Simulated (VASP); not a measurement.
Input of a VASP 6.6.1 run:

File POSCAR:

```
Sn
1.0
    2.1591998902      1.2466146378      1.7643453345
   -2.1591998902      1.2466146378      1.7643453345
    0.0000000000     -2.4932292757      1.7643453344
Sn
1
Direct
    0.5000000000      0.5000000000      0.5000000000
```

The input INCAR.step1:

```
ALGO     = Normal         # electronic algorithm
EDIFF    = 1E-5           # SCF threshold, eV
ENCUT    = 550            # plane-wave cutoff, eV
GGA      = PE             # functional
GGA_COMPAT= False        
ISMEAR   = 0              # smearing method
LASPH    = True           # aspherical terms in the spheres
LCHARG   = False          # write CHGCAR
LREAL    = False          # projectors in reciprocal space
LWAVE    = True           # write WAVECAR
NBANDS   = 13             # bands
NELM     = 120            # most SCF steps
PREC     = Accurate       # precision mode
SIGMA    = 0.1            # smearing width, eV
```

Contents of INCAR.step2:

```
ALGO     = Normal         # electronic algorithm
EDIFF    = 1E-6           # SCF threshold, eV
ENCUT    = 550            # plane-wave cutoff, eV
GGA_COMPAT= False        
ISIF     = 2              # what is computed and relaxed
ISMEAR   = 0              # smearing method
ISTART   = 1            
LASPH    = True           # aspherical terms in the spheres
LCHARG   = False          # write CHGCAR
LMIXTAU  = True         
LREAL    = False          # projectors in reciprocal space
LWAVE    = False          # write WAVECAR
METAGGA  = R2SCAN         # meta-GGA
NBANDS   = 13             # bands
NELM     = 120            # most SCF steps
PREC     = Accurate       # precision mode
SIGMA    = 0.1            # smearing width, eV
```

Contents of KPOINTS:

```
k-points
0
Gamma
  18 18 18
```

Potentials or basis: VASP PAW PBE potentials, release 64 (Sn_d).

The run is started by

```console
$ cat potpaw_PBE.64/Sn_d/POTCAR > POTCAR
$ cp INCAR.step1 INCAR
$ mpirun -np 1 vasp_std > vasp.out
$ cp INCAR.step2 INCAR
$ mpirun -np 1 vasp_std > vasp.out
```

Question: What does it give for the band gap on the k mesh?

Answer: Zero (band 7 reaches 12.93 eV, above the bottom of band 8 at 4.86 eV).

Question: Predict the pressure.

Answer: 0.0 GPa.

Caveat: the PAW data sets were made with another functional, which shifts forces and pressure a little; spin-orbit coupling is left out, which moves the levels of the heavy elements.
